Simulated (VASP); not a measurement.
# WC in VASP: single point with PBE+D3(BJ)

Aim: the single point of WC with PBE+D3(BJ).

Program: VASP 6.6.1. These are calculated values, not measurements. Logs are shortened: lines on timing, memory, paths and dates and some standing lists are left out, and cuts for length are marked.

## (1) The cell of the first run

The cell holds a slab with vacuum, 24 atoms: a = 5.665 Å, b = 5.804 Å, c = 21.864 Å, α = 90.00°, β = 90.00°, γ = 90.00°.

## (2) Single point, PBE+D3(BJ)

INCAR

```
SYSTEM = WC
PREC     = Accurate       ! precision mode
ENCUT    = 520            ! plane-wave cutoff, eV
EDIFF    = 1E-6           ! SCF threshold, eV
ISMEAR   = 0              ! smearing method
SIGMA    = 0.1            ! smearing width, eV
LREAL    = Auto         
LASPH    = .TRUE.         ! aspherical terms in the spheres
NELM     = 80             ! most SCF steps
ALGO     = Normal         ! electronic algorithm
ISIF     = 2              ! what is computed and relaxed
LWAVE    = .FALSE.        ! write WAVECAR
LCHARG   = .FALSE.        ! write CHGCAR
LDIPOL   = .TRUE.       
IDIPOL   = 3            
DIPOL    = 0.5 0.5 0.500
GGA      = PE             ! functional
IVDW     = 12             ! dispersion correction
NBANDS   = 126            ! bands
```

KPOINTS

```
regular mesh
0
G
  4 3 1
  0 0 0
```

POSCAR

```
WC
1.0
    5.6653313024      0.0000000000      0.0000000000
    0.0000000000      5.8038113753      0.0000000000
    0.0000000000      0.0000000000     21.8639561048
C W
12 12
Direct
    0.2500000000      0.0000000000      0.3658990149
    0.2500000000      0.5000000000      0.3658990149
    0.7500000000      0.0000000000      0.3658990149
    0.7500000000      0.5000000000      0.3658990149
    0.2500000000      0.7500000000      0.4808427164
    0.2500000000      0.2500000000      0.4808427164
    0.7500000000      0.7500000000      0.4808427164
    0.7500000000      0.2500000000      0.4808427164
    0.2500000000      0.5000000000      0.5970747683
    0.2500000000      0.0000000000      0.5970747683
    0.7500000000      0.5000000000      0.5970747683
    0.7500000000      0.0000000000      0.5970747683
    0.0000000000      0.7500000000      0.4042135821
    0.0000000000      0.2500000000      0.4042135821
    0.5000000000      0.7500000000      0.4042135821
    0.5000000000      0.2500000000      0.4042135821
    0.0000000000      0.5000000000      0.5196321639
    0.0000000000      0.0000000000      0.5196321639
    0.5000000000      0.5000000000      0.5196321639
    0.5000000000      0.0000000000      0.5196321639
    0.0000000000      0.2500000000      0.6327954976
    0.0000000000      0.7500000000      0.6327954976
    0.5000000000      0.2500000000      0.6327954976
    0.5000000000      0.7500000000      0.6327954976
```

Potentials or basis: VASP PAW PBE potentials, release 64 (C, W_sv).

Command:

```
$ cat potpaw_PBE.64/C/POTCAR potpaw_PBE.64/W_sv/POTCAR > POTCAR
$ mpirun -np 1 vasp_std > vasp.out
```

OUTCAR:

```text
SYSTEM = WC
   PREC = Accurate
   ENCUT = 520
   EDIFF = 1E-6
   ISMEAR = 0
   LREAL = Auto
   LASPH = .TRUE.
   NELM = 80
   ISIF = 2
   GGA = PE
   IVDW = 12
 IVDW          = 12

 ion  position               nearest neighbor table
   1  0.250  0.000  0.366-  13 2.19  14 2.19  15 2.19  16 2.19
   2  0.250  0.500  0.366-  13 2.19  14 2.19  15 2.19  16 2.19
   3  0.750  0.000  0.366-  13 2.19  14 2.19  15 2.19  16 2.19
   4  0.750  0.500  0.366-  13 2.19  14 2.19  15 2.19  16 2.19
   5  0.250  0.750  0.481-  13 2.19  15 2.19  17 2.20  18 2.20  19 2.20  20 2.20
   6  0.250  0.250  0.481-  14 2.19  16 2.19  17 2.20  18 2.20  19 2.20  20 2.20
   7  0.750  0.750  0.481-  13 2.19  15 2.19  17 2.20  18 2.20  19 2.20  20 2.20
   8  0.750  0.250  0.481-  14 2.19  16 2.19  17 2.20  18 2.20  19 2.20  20 2.20
   9  0.250  0.500  0.597-  21 2.17  22 2.17  23 2.17  24 2.17  17 2.21  19 2.21
  10  0.250  0.000  0.597-  21 2.17  22 2.17  23 2.17  24 2.17  18 2.21  20 2.21
  11  0.750  0.500  0.597-  21 2.17  22 2.17  23 2.17  24 2.17  17 2.21  19 2.21
  12  0.750  0.000  0.597-  21 2.17  22 2.17  23 2.17  24 2.17  18 2.21  20 2.21
  13  0.000  0.750  0.404-   5 2.19   7 2.19   3 2.19   4 2.19   1 2.19   2 2.19  15 2.83  15 2.83
                            14 2.90  14 2.90  17 2.91  18 2.91
  14  0.000  0.250  0.404-   6 2.19   8 2.19   3 2.19   4 2.19   1 2.19   2 2.19  16 2.83  16 2.83
                            13 2.90  13 2.90  17 2.91  18 2.91
  15  0.500  0.750  0.404-   5 2.19   7 2.19   3 2.19   4 2.19   1 2.19   2 2.19  13 2.83  13 2.83
                            16 2.90  16 2.90  19 2.91  20 2.91
  16  0.500  0.250  0.404-   6 2.19   8 2.19   3 2.19   4 2.19   1 2.19   2 2.19  14 2.83  14 2.83
                            15 2.90  15 2.90  19 2.91  20 2.91
  17  0.000  0.500  0.520-   5 2.20   6 2.20   7 2.20   8 2.20   9 2.21  11 2.21  19 2.83  19 2.83
                            22 2.87  21 2.87  18 2.90  18 2.90  13 2.91  14 2.91
[... 20 lines left out ...]
  Lattice vectors:

 A1 = (   5.6653313024,   0.0000000000,   0.0000000000)
 A2 = (   0.0000000000,   5.8038113753,   0.0000000000)
 A3 = (   0.0000000000,   0.0000000000,  21.8639561048)

Analysis of symmetry for initial positions (statically):
=====================================================================
 Subroutine PRICEL returns following result:

  LATTYP: Found a simple orthorhombic cell.
 ALAT       =     2.8326656512
 B/A-ratio  =     1.0244434201
 C/A-ratio  =     7.7185092761

  Lattice vectors:

 A1 = (   2.8326656512,   0.0000000000,   0.0000000000)
 A2 = (   0.0000000000,   2.9019056876,   0.0000000000)
 A3 = (   0.0000000000,   0.0000000000,  21.8639561048)

   4 primitive cells build up your supercell.

 Routine SETGRP: Setting up the symmetry group for a
 simple orthorhombic supercell.

 Subroutine GETGRP returns: Found  4 space group operations
 (whereof  4 operations were pure point group operations)
 out of a pool of  8 trial point group operations.

The static configuration has the point symmetry C_2v.

Analysis of symmetry for dynamics (positions and initial velocities):
=====================================================================
 Subroutine PRICEL returns following result:

  LATTYP: Found a simple orthorhombic cell.
 ALAT       =     2.8326656512
 B/A-ratio  =     1.0244434201
 C/A-ratio  =     7.7185092761

  Lattice vectors:

 A1 = (   2.8326656512,   0.0000000000,   0.0000000000)
 A2 = (   0.0000000000,   2.9019056876,   0.0000000000)
 A3 = (   0.0000000000,   0.0000000000,  21.8639561048)

   4 primitive cells build up your supercell.

 Routine SETGRP: Setting up the symmetry group for a
 simple orthorhombic supercell.

 Subroutine GETGRP returns: Found  4 space group operations
 (whereof  4 operations were pure point group operations)
 out of a pool of  8 trial point group operations.

The dynamic configuration has the point symmetry C_2v.

 Subroutine INISYM returns: Found  4 space group operations
 (whereof  4 operations are pure point group operations),
 and found     4 'primitive' translations

----------------------------------------------------------------------------------------

                                     Primitive cell

  volume of cell :     179.7245

  direct lattice vectors                    reciprocal lattice vectors
     2.832665651  0.000000000  0.000000000     0.353024368  0.000000000  0.000000000
     0.000000000  2.901905688  0.000000000     0.000000000  0.344601137  0.000000000
     0.000000000  0.000000000 21.863956105     0.000000000  0.000000000  0.045737377

  length of vectors
     2.832665651  2.901905688 21.863956105     0.353024368  0.344601137  0.045737377

  position of ions in fractional coordinates (direct lattice)
     0.500000000  0.000000000  0.365899015
     0.500000000  0.500000000  0.480842716
     0.500000000  0.000000000  0.597074768
     0.000000000  0.500000000  0.404213582
     0.000000000  0.000000000  0.519632164
     0.000000000  0.500000000  0.632795498

  ion indices of the primitive-cell ions
   primitive index   ion index
                 1           1
                 2           5
                 3          10
                 4          13
                 5          18
                 6          21

----------------------------------------------------------------------------------------

 KPOINTS: regular mesh

Automatic generation of k-mesh.
 Grid dimensions read from file:
 generate k-points for:    4    3    1

 Generating k-lattice:

  Cartesian coordinates                     Fractional coordinates (reciprocal lattice)
     0.044128046  0.000000000  0.000000000     0.250000000  0.000000000  0.000000000
     0.000000000  0.057433523  0.000000000     0.000000000  0.333333333  0.000000000
     0.000000000  0.000000000  0.045737377     0.000000000  0.000000000  1.000000000

  Length of vectors
     0.044128046  0.057433523  0.045737377

  Shift w.r.t. Gamma in fractional coordinates (k-lattice)
     0.000000000  0.000000000  0.000000000

 Subroutine IBZKPT returns following result:
 ===========================================

 Found      6 irreducible k-points:

 Following reciprocal coordinates:
            Coordinates               Weight
  0.000000  0.000000  0.000000      1.000000
  0.250000  0.000000  0.000000      2.000000
  0.500000  0.000000  0.000000      1.000000
  0.000000  0.333333  0.000000      2.000000
  0.250000  0.333333  0.000000      4.000000
  0.500000  0.333333  0.000000      2.000000
   k-points           NKPTS =      6   k-points in BZ     NKDIM =      6   number of bands    NBANDS=    126
   number of dos      NEDOS =    301   number of ions     NIONS =     24
   total plane-waves  NPLWV = 338688
   dimension x,y,z NGX =    42 NGY =   48 NGZ =  168
   dimension x,y,z NGXF=    84 NGYF=   96 NGZF=  336
   ions per type =              12  12
   NGX,Y,Z   is equivalent  to a cutoff of  12.32, 13.75, 12.77 a.u.
   NGXF,Y,Z  is equivalent  to a cutoff of  24.65, 27.50, 25.55 a.u.
 SYSTEM =  WC
   PREC   = accura    normal or accurate (medium, high low for compatibility)
   ISTART =      0    job   : 0-new  1-cont  2-samecut
   ICHARG =      2    charge: 1-file 2-atom 10-const
   ISPIN  =      1    spin polarized calculation?
   LNONCOLLINEAR =      F non collinear calculations
   LSORBIT =      F    spin-orbit coupling
   LASPH  =      T    aspherical Exc in radial PAW
   ENCUT  =  520.0 eV  38.22 Ry    6.18 a.u.  10.53 10.79 40.65*2*pi/ulx,y,z
   NELM   =     80;   NELMIN=  2; NELMDL= -5     # of ELM steps
   EDIFF  = 0.1E-05   stopping-criterion for ELM
   LREAL  =      T    real-space projection
   EDIFFG = 0.1E-04   stopping-criterion for IOM
   NSW    =      0    number of steps for IOM
   IBRION =     -1    ionic relax: 0-MD 1-quasi-New 2-CG
   NFREE  =      0    steps in history (QN), initial steepest desc. (CG)
   ISIF   =      2    stress and relaxation
   ISYM   =      2    0-nonsym 1-usesym 2-fastsym
   POTIM  = 0.5000    time-step for ionic-motion
   TEBEG  =    0.0;   TEEND  =   0.0 temperature during run
   PSTRESS=    0.0 pullay stress
   NELECT =     216.0000    total number of electrons
   NUPDOWN=      -1.0000    fix difference up-down
   EMIN   =  10.00;   EMAX   =-10.00  energy-range for DOS
   EFERMI =   0.00;   METHOD = LEGACY
   ISMEAR =     0;   SIGMA  =   0.10  broadening in eV -4-tet -1-fermi 0-gaus
   EFERMI_NEDOS =   21; number of points for ismear=-14 and -15
   IALGO  =     38    algorithm
   IMIX   =      4    mixing-type and parameters
     AMIX     =   0.40;   BMIX     =  1.00
     AMIX_MAG =   1.60;   BMIX_MAG =  1.00
  volume/ion in A,a.u.               =      29.95       202.14
  Fermi-wavevector in a.u.,A,eV,Ry     =   1.096487  2.072061 16.358074  1.202285
  Thomas-Fermi vector in A             =   2.232830
   LORBIT       =      0    0 simple, 1 ext, 2 COOP (PROOUT), +10 PAW based schemes
   GGA     = PE    functional components
   LHFCALC =     F    Hartree Fock is set to
   AEXX    =    0.0000 exact exchange contribution
   IVDW    =    12    specifies the selected vdW correction
   LEPSILON=     F    determine dielectric tensor
   LRPA    =     F    only Hartree local field effects (RPA)
 non-spin polarized calculation
 Gauss-broadening in eV      SIGMA  =   0.10
  energy-cutoff  :      520.00
  volume of cell :      718.90
 maximum number of plane-waves:     19375
   NGX = 21   NGY = 21   NGZ = 81

 dipolmoment           0.000000      0.000000      1.085827 electrons x Angstroem

 number of electron     215.9999999 magnetization

 dipolmoment           0.000000      0.000000     -0.107664 electrons x Angstroem

 Free energy of the ion-electron system (eV)
  ---------------------------------------------------
  ext. energy  EPLUGINS =         0.00000000
  ---------------------------------------------------
  free energy    TOTEN  =      -253.32000517 eV

  energy without entropy =     -253.23342051  energy(sigma->0) =     -253.27671284

 E-fermi :   0.2749     XC(G=0):  -5.7267

 val. band max:        0.2712935107   @ k =   0.2500   0.3333   0.0000
 cond. band min:       0.2774412292   @ k =   0.0000   0.3333   0.0000
 fundamental gap:      0.0061477186
 Fermi energy:         0.2749024265

 k-point     1 :       0.0000    0.0000    0.0000
  band No.  band energies     occupation
      1     -73.7594      2.00000
      2     -73.7256      2.00000
      3     -73.7247      2.00000
      4     -73.7186      2.00000
      5     -73.6927      2.00000
      6     -73.6870      2.00000
[... 727 lines left out ...]
    119       2.6388      0.00000
    120       2.6388      0.00000
 [bands above 120 left out]

------------------------ aborting loop because EDIFF is reached ----------------------------------------

 vacuum level on the upper side and lower side of the slab       (xc-potential included)        -0.391         0.281

 Edisp (eV)   -7.68398

 E8    (eV) :    -3.6463

  FORCE on cell =-STRESS in cart. coord.  units (eV):
  Direction    XX          YY          ZZ          XY          YZ          ZX
  --------------------------------------------------------------------------------------
  -------------------------------------------------------------------------------------
  Total     -16.27393   -14.61825    -7.54146     0.00000     0.00000     0.00000
  in kB     -36.26901   -32.57906   -16.80733     0.00000     0.00000     0.00000
  external pressure =      -28.55 kB  Pullay stress =        0.00 kB

 VOLUME and BASIS-vectors are now :
 -----------------------------------------------------------------------------
  energy-cutoff  :      520.00
  volume of cell :      718.90
      direct lattice vectors                 reciprocal lattice vectors
     5.665331302  0.000000000  0.000000000     0.176512184  0.000000000  0.000000000
     0.000000000  5.803811375  0.000000000     0.000000000  0.172300569  0.000000000
     0.000000000  0.000000000 21.863956105     0.000000000  0.000000000  0.045737377

 POSITION                                       TOTAL-FORCE (eV/Angst)
 -----------------------------------------------------------------------------------
      1.41633      0.00000      8.00000        -0.000000      0.000000      2.498847
      1.41633      2.90191      8.00000        -0.000000     -0.000000      2.498847
      4.24900      0.00000      8.00000        -0.000000      0.000000      2.498847
      4.24900      2.90191      8.00000         0.000000     -0.000000      2.498847
      1.41633      4.35286     10.51312        -0.000000     -0.000000     -0.012133
      1.41633      1.45095     10.51312        -0.000000      0.000000     -0.012133
[... 16 lines left out ...]
      2.83267      1.45095     13.83541        -0.000000     -0.000000      0.054070
      2.83267      4.35286     13.83541         0.000000      0.000000      0.054070
 -----------------------------------------------------------------------------------
    total drift:                                0.000000      0.000000     -0.031853

  FREE ENERGIE OF THE ION-ELECTRON SYSTEM (eV)
  ---------------------------------------------------
  free  energy   TOTEN  =      -261.0039820072 eV

  energy  without entropy=     -260.9173973416  energy(sigma->0) =     -260.96068967

 vacuum level on the upper side and lower side of the slab         5.523         6.175
```

It took 30 min on 1 thread of Intel Xeon Platinum 8259CL at 2.50GHz (Skylake/Cascade Lake), shared host; peak memory 0.86 GiB.

Results:

| Property | Result |
| --- | --- |
| Free energy | -261.0040 eV |
| Largest force | 2.542 eV/Å |
| Band gap on the k mesh | zero (band 108 reaches 0.70 eV, above the bottom of band 109 at 0.02 eV) |
| Dispersion energy per atom | -0.320 eV |

Forces in eV/Å, atoms in the order of the input:
```
C    0.000  0.000  2.499
C    0.000  0.000  2.499
C    0.000  0.000  2.499
C    0.000  0.000  2.499
C    0.000  0.000 -0.012
C    0.000  0.000 -0.012
C    0.000  0.000 -0.012
C    0.000  0.000 -0.012
C    0.000  0.000  0.000
C    0.000  0.000  0.000
C    0.000  0.000  0.000
C    0.000  0.000  0.000
W    0.000  0.000 -2.542
W    0.000  0.000 -2.542
W    0.000  0.000 -2.542
W    0.000  0.000 -2.542
W    0.000  0.000  0.001
W    0.000  0.000  0.001
W    0.000  0.000  0.001
W    0.000  0.000  0.001
W    0.000  0.000  0.054
W    0.000  0.000  0.054
W    0.000  0.000  0.054
W    0.000  0.000  0.054
```

Caveat: the k points lie up to 0.36 Å⁻¹ apart; spin-orbit coupling is left out, which moves the levels of the heavy elements.
